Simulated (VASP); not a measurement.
# CdSe (F-43m) in VASP: notebook, part 2 of 2

VASP 6.6.1. The steps go on from the part before.

## (4) Single point, PBEsol

This run uses another cell than the first one, of 27.78 Å³/atom, 1.091 times its volume.

Input file INCAR:

```
ALGO     = Normal         # electronic algorithm
EDIFF    = 1E-6           # SCF threshold, eV
ENCUT    = 520            # plane-wave cutoff, eV
GGA      = PS             # functional
ISIF     = 2              # what is computed and relaxed
ISMEAR   = 0              # smearing method
LASPH    = True           # aspherical terms in the spheres
LCHARG   = False          # write CHGCAR
LREAL    = False          # projectors in reciprocal space
LWAVE    = False          # write WAVECAR
NBANDS   = 16             # bands
NELM     = 80             # most SCF steps
PREC     = Accurate       # precision mode
SIGMA    = 0.01           # smearing width, eV
```

Input file KPOINTS:

```
k-points
0
Gamma
  6 6 6
```

Input file POSCAR:

```
CdSe
1.0
    0.0000000000      3.0287759620      3.0287759620
    3.0287759620      0.0000000000      3.0287759620
    3.0287759620      3.0287759620      0.0000000000
Cd Se
1 1
Direct
    0.0000000000      0.0000000000      0.0000000000
    0.7500000000      0.7500000000      0.7500000000
```

Potentials or basis: VASP PAW PBE potentials, release 64 (Cd, Se).

Launch:

```bash
$ cat potpaw_PBE.64/Cd/POTCAR potpaw_PBE.64/Se/POTCAR > POTCAR
$ mpirun -np 1 vasp_std > vasp.out
```

OUTCAR:

```text
EDIFF = 1E-6
   ENCUT = 520
   GGA = PS
   ISIF = 2
   ISMEAR = 0
   LASPH = True
   LREAL = False
   NELM = 80
   PREC = Accurate

 ion  position               nearest neighbor table
   1  0.000  0.000  0.000-   2 2.62   2 2.62   2 2.62   2 2.62
   2  0.750  0.750  0.750-   1 2.62   1 2.62   1 2.62   1 2.62

  LATTYP: Found a face centered cubic cell.
 ALAT       =     6.0575519240

  Lattice vectors:

 A1 = (   0.0000000000,   3.0287759620,   3.0287759620)
 A2 = (   3.0287759620,   0.0000000000,   3.0287759620)
 A3 = (   3.0287759620,   3.0287759620,   0.0000000000)

Analysis of symmetry for initial positions (statically):
=====================================================================
 Subroutine PRICEL returns:
 Original cell was already a primitive cell.

 Routine SETGRP: Setting up the symmetry group for a
 face centered cubic supercell.

 Subroutine GETGRP returns: Found 24 space group operations
 (whereof 24 operations were pure point group operations)
 out of a pool of 48 trial point group operations.

The static configuration has the point symmetry T_d .

Analysis of symmetry for dynamics (positions and initial velocities):
=====================================================================
 Subroutine PRICEL returns:
 Original cell was already a primitive cell.

 Routine SETGRP: Setting up the symmetry group for a
 face centered cubic supercell.

 Subroutine GETGRP returns: Found 24 space group operations
 (whereof 24 operations were pure point group operations)
 out of a pool of 48 trial point group operations.

The dynamic configuration has the point symmetry T_d .

 Subroutine INISYM returns: Found 24 space group operations
 (whereof 24 operations are pure point group operations),
 and found     1 'primitive' translations

----------------------------------------------------------------------------------------

                                     Primitive cell

  volume of cell :      55.5689

  direct lattice vectors                    reciprocal lattice vectors
     0.000000000  3.028775962  3.028775962    -0.165083191  0.165083191  0.165083191
     3.028775962  0.000000000  3.028775962     0.165083191 -0.165083191  0.165083191
     3.028775962  3.028775962  0.000000000     0.165083191  0.165083191 -0.165083191

  length of vectors
     4.283336043  4.283336043  4.283336043     0.285932474  0.285932474  0.285932474

  position of ions in fractional coordinates (direct lattice)
     0.000000000  0.000000000  0.000000000
     0.750000000  0.750000000  0.750000000

  ion indices of the primitive-cell ions
   primitive index   ion index
                 1           1
                 2           2

----------------------------------------------------------------------------------------

 KPOINTS: k-points

Automatic generation of k-mesh.
 Grid dimensions read from file:
 generate k-points for:    6    6    6

 Generating k-lattice:

  Cartesian coordinates                     Fractional coordinates (reciprocal lattice)
    -0.027513865  0.027513865  0.027513865     0.166666667  0.000000000  0.000000000
     0.027513865 -0.027513865  0.027513865     0.000000000  0.166666667  0.000000000
     0.027513865  0.027513865 -0.027513865     0.000000000  0.000000000  0.166666667

  Length of vectors
     0.047655412  0.047655412  0.047655412

  Shift w.r.t. Gamma in fractional coordinates (k-lattice)
     0.000000000  0.000000000  0.000000000

 Subroutine IBZKPT returns following result:
 ===========================================

 Found     16 irreducible k-points:

 Following reciprocal coordinates:
            Coordinates               Weight
  0.000000  0.000000  0.000000      1.000000
  0.166667  0.000000  0.000000      8.000000
  0.333333  0.000000  0.000000      8.000000
  0.500000  0.000000  0.000000      4.000000
  0.166667  0.166667  0.000000      6.000000
  0.333333  0.166667  0.000000     24.000000
[... 8 lines left out ...]
 -0.333333  0.333333  0.166667     24.000000
 -0.333333  0.500000  0.166667     12.000000
   k-points           NKPTS =     16   k-points in BZ     NKDIM =     16   number of bands    NBANDS=     16
   number of dos      NEDOS =    301   number of ions     NIONS =      2
   total plane-waves  NPLWV =  32768
   dimension x,y,z NGX =    32 NGY =   32 NGZ =   32
   dimension x,y,z NGXF=    64 NGYF=   64 NGZF=   64
   ions per type =               1   1
   NGX,Y,Z   is equivalent  to a cutoff of  12.42, 12.42, 12.42 a.u.
   NGXF,Y,Z  is equivalent  to a cutoff of  24.84, 24.84, 24.84 a.u.
 SYSTEM =  unknown system
   PREC   = accura    normal or accurate (medium, high low for compatibility)
   ISTART =      0    job   : 0-new  1-cont  2-samecut
   ICHARG =      2    charge: 1-file 2-atom 10-const
   ISPIN  =      1    spin polarized calculation?
   LNONCOLLINEAR =      F non collinear calculations
   LSORBIT =      F    spin-orbit coupling
   LASPH  =      T    aspherical Exc in radial PAW
   ENCUT  =  520.0 eV  38.22 Ry    6.18 a.u.   7.96  7.96  7.96*2*pi/ulx,y,z
   NELM   =     80;   NELMIN=  2; NELMDL= -5     # of ELM steps
   EDIFF  = 0.1E-05   stopping-criterion for ELM
   LREAL  =      F    real-space projection
   EDIFFG = 0.1E-04   stopping-criterion for IOM
   NSW    =      0    number of steps for IOM
   IBRION =     -1    ionic relax: 0-MD 1-quasi-New 2-CG
   NFREE  =      0    steps in history (QN), initial steepest desc. (CG)
   ISIF   =      2    stress and relaxation
   ISYM   =      2    0-nonsym 1-usesym 2-fastsym
   POTIM  = 0.5000    time-step for ionic-motion
   TEBEG  =    0.0;   TEEND  =   0.0 temperature during run
   PSTRESS=    0.0 pullay stress
   NELECT =      18.0000    total number of electrons
   NUPDOWN=      -1.0000    fix difference up-down
   EMIN   =  10.00;   EMAX   =-10.00  energy-range for DOS
   EFERMI =   0.00;   METHOD = LEGACY
   ISMEAR =     0;   SIGMA  =   0.01  broadening in eV -4-tet -1-fermi 0-gaus
   EFERMI_NEDOS =   21; number of points for ismear=-14 and -15
   IALGO  =     38    algorithm
   IMIX   =      4    mixing-type and parameters
     AMIX     =   0.40;   BMIX     =  1.00
     AMIX_MAG =   1.60;   BMIX_MAG =  1.00
  volume/ion in A,a.u.               =      27.78       187.50
  Fermi-wavevector in a.u.,A,eV,Ry     =   1.124316  2.124650 17.198951  1.264087
  Thomas-Fermi vector in A             =   2.260987
   LORBIT       =      0    0 simple, 1 ext, 2 COOP (PROOUT), +10 PAW based schemes
   GGA     = PS    functional components
   LHFCALC =     F    Hartree Fock is set to
   AEXX    =    0.0000 exact exchange contribution
   IVDW    =     0    specifies the selected vdW correction
   LEPSILON=     F    determine dielectric tensor
   LRPA    =     F    only Hartree local field effects (RPA)
 non-spin polarized calculation
 Gauss-broadening in eV      SIGMA  =   0.01
  energy-cutoff  :      520.00
  volume of cell :       55.57
 maximum number of plane-waves:      1524
   NGX = 15   NGY = 15   NGZ = 15

 number of electron      17.9999997 magnetization

 Free energy of the ion-electron system (eV)
  ---------------------------------------------------
  ext. energy  EPLUGINS =         0.00000000
  ---------------------------------------------------
  free energy    TOTEN  =        -6.16960071 eV

  energy without entropy =       -6.16960071  energy(sigma->0) =       -6.16960071

 E-fermi :   1.0392     XC(G=0):  -9.1541

 val. band max:        0.9145674023   @ k =   0.0000   0.0000   0.0000
 cond. band min:       1.4191541345   @ k =   0.0000   0.0000   0.0000
 fundamental gap:      0.5045867322
 Fermi energy:         1.0392392490

 k-point     1 :       0.0000    0.0000    0.0000
  band No.  band energies     occupation
      1     -11.7795      2.00000
      2      -7.0458      2.00000
      3      -7.0458      2.00000
      4      -7.0458      2.00000
      5      -6.6512      2.00000
      6      -6.6512      2.00000
[... 8 lines left out ...]
     15      12.0058      0.00000
     16      12.0058      0.00000
[... 267 lines left out ...]
 k-point    16 :      -0.3333    0.5000    0.1667
  band No.  band energies     occupation
      1     -11.2652      2.00000
      2      -6.8533      2.00000
      3      -6.8275      2.00000
      4      -6.7191      2.00000
      5      -6.6227      2.00000
      6      -6.1800      2.00000
[... 8 lines left out ...]
     15      13.6853      0.00000
     16      13.8808      0.00000

------------------------ aborting loop because EDIFF is reached ----------------------------------------

  FORCE on cell =-STRESS in cart. coord.  units (eV):
  Direction    XX          YY          ZZ          XY          YZ          ZX
  --------------------------------------------------------------------------------------
  -------------------------------------------------------------------------------------
  Total        0.3503510      0.3503510      0.3503510      0.0000000     -0.0000000      0.0000000
  in kB       10.1014209     10.1014209     10.1014209      0.0000000     -0.0000000      0.0000000
  external PRESSURE =      10.1014209 kB  Pullay stress =       0.0000000 kB

 VOLUME and BASIS-vectors are now :
 -----------------------------------------------------------------------------
  energy-cutoff  :      520.00
  volume of cell :       55.57
      direct lattice vectors                 reciprocal lattice vectors
     0.000000000  3.028775962  3.028775962    -0.165083191  0.165083191  0.165083191
     3.028775962  0.000000000  3.028775962     0.165083191 -0.165083191  0.165083191
     3.028775962  3.028775962  0.000000000     0.165083191  0.165083191 -0.165083191

 POSITION                                       TOTAL-FORCE (eV/Angst)
 -----------------------------------------------------------------------------------
      0.00000      0.00000      0.00000        -0.000000     -0.000000     -0.000000
      4.54316      4.54316      4.54316         0.000000      0.000000      0.000000
 -----------------------------------------------------------------------------------
    total drift:                                0.000000      0.000000      0.000000

  FREE ENERGIE OF THE ION-ELECTRON SYSTEM (eV)
  ---------------------------------------------------
  free  energy   TOTEN  =        -6.1696007083 eV

  energy  without entropy=       -6.1696007083  energy(sigma->0) =       -6.16960071
```

It took 15 s on 1 thread of AMD EPYC 7R13 (Zen 3), shared host; peak memory 0.15 GiB.

Results:

```yaml
Free_energy: -6.1696 eV
Pressure: 1.0 GPa
Band_gap_on_the_k_mesh: 0.50 eV, direct
```

Caveat: the PAW data sets were made with another functional, which shifts forces and pressure a little.

## (5) Single point, PBEsol

This run uses another cell than the first one, of 28.94 Å³/atom, 1.136 times its volume.

Input file INCAR:

```
PREC = Accurate
ENCUT = 520
EDIFF = 1E-6
ISMEAR = 0
SIGMA = 0.01
LREAL = F
LASPH = T
NELM = 60
ALGO = Normal
ISIF = 2
LWAVE = F
LCHARG = F
GGA = PS
NBANDS = 16
```

Input file KPOINTS:

```
Automatic mesh
0
Gamma
  6 6 6
```

Input file POSCAR:

```
CdSe
1.0
    0.0000000000      3.0702712000      3.0702712000
    3.0702712000      0.0000000000      3.0702712000
    3.0702712000      3.0702712000      0.0000000000
Cd Se
1 1
Direct
    0.0000000000      0.0000000000      0.0000000000
    0.7500000000      0.7500000000      0.7500000000
```

Potentials or basis: VASP PAW PBE potentials, release 64 (Cd, Se).

Launch:

```bash
$ cat potpaw_PBE.64/Cd/POTCAR potpaw_PBE.64/Se/POTCAR > POTCAR
$ mpirun -np 1 vasp_std > vasp.out
```

OUTCAR:

```text
PREC = Accurate
   ENCUT = 520
   EDIFF = 1E-6
   ISMEAR = 0
   LREAL = F
   LASPH = T
   NELM = 60
   ISIF = 2
   GGA = PS

 ion  position               nearest neighbor table
   1  0.000  0.000  0.000-   2 2.66   2 2.66   2 2.66   2 2.66
   2  0.750  0.750  0.750-   1 2.66   1 2.66   1 2.66   1 2.66

  LATTYP: Found a face centered cubic cell.
 ALAT       =     6.1405424000

  Lattice vectors:

 A1 = (   0.0000000000,   3.0702712000,   3.0702712000)
[... 479 lines left out ...]
------------------------ aborting loop because EDIFF is reached ----------------------------------------

  FORCE on cell =-STRESS in cart. coord.  units (eV):
  Direction    XX          YY          ZZ          XY          YZ          ZX
  --------------------------------------------------------------------------------------
  -------------------------------------------------------------------------------------
  Total       -0.3987297     -0.3987297     -0.3987297     -0.0000000      0.0000000      0.0000000
  in kB      -11.0364377    -11.0364377    -11.0364377     -0.0000000      0.0000000      0.0000000
  external PRESSURE =     -11.0364377 kB  Pullay stress =       0.0000000 kB

 VOLUME and BASIS-vectors are now :
 -----------------------------------------------------------------------------
  energy-cutoff  :      520.00
  volume of cell :       57.88
      direct lattice vectors                 reciprocal lattice vectors
     0.000000000  3.070271200  3.070271200    -0.162852063  0.162852063  0.162852063
     3.070271200  0.000000000  3.070271200     0.162852063 -0.162852063  0.162852063
     3.070271200  3.070271200  0.000000000     0.162852063  0.162852063 -0.162852063

 POSITION                                       TOTAL-FORCE (eV/Angst)
 -----------------------------------------------------------------------------------
      0.00000      0.00000      0.00000         0.000000      0.000000      0.000000
      4.60541      4.60541      4.60541        -0.000000     -0.000000     -0.000000
 -----------------------------------------------------------------------------------
    total drift:                                0.000000      0.000000      0.000000

  FREE ENERGIE OF THE ION-ELECTRON SYSTEM (eV)
  ---------------------------------------------------
  free  energy   TOTEN  =        -6.1684890292 eV

  energy  without entropy=       -6.1684890292  energy(sigma->0) =       -6.16848903
```

It took 31 s on 1 thread of AMD EPYC 7R13 (Zen 3), shared host; peak memory 0.15 GiB.

Results:

| Quantity | Value |
| --- | --- |
| Free energy | -6.1685 eV |
| Pressure | -1.1 GPa |
| Band gap on the k mesh | 0.42 eV, direct |

Levels at points of the mesh, in eV from the valence-band top:
```csv
k point,band 5,band 6,band 7,band 8,band 9,band 10,band 11,band 12,band 13,band 14
"(0.00, 0.00, 0.00)",-7.47,-7.47,0.00,0.00,0.00,0.42,5.85,5.85,5.85,9.48
"(0.50, 0.00, 0.00)",-7.45,-7.20,-4.29,-0.72,-0.72,2.25,6.35,6.35,7.20,9.79
"(0.50, 0.50, 0.00)",-7.42,-7.14,-4.00,-1.78,-1.78,3.05,3.64,8.85,9.96,9.96
```

Caveat: the PAW data sets were made with another functional, which shifts forces and pressure a little. PBEsol gaps usually lie below the measured ones, often by a third to a half.

## (6) The runs side by side

```csv
cell,gap on the mesh (eV),pressure (GPa)
"a = 4.161 Å, angles 60.0°, 2 atoms",0.67,7.0
"a = 4.223 Å, angles 60.0°, 2 atoms",0.59,3.7
"a = 4.283 Å, angles 60.0°, 2 atoms",0.50,1.0
"a = 4.342 Å, angles 60.0°, 2 atoms",0.42,-1.1
```

Alike in all rows: task single point; level PBEsol; potentials or basis VASP PAW PBE potentials, release 64 (Cd, Se); no spin polarisation; k mesh 6 × 6 × 6; cutoff (eV) 520; smearing gaussian 0.01 eV.

Caveats: the PAW data sets were made with another functional, which shifts forces and pressure a little.

Absolute energies hang on the potentials; compare differences alone.
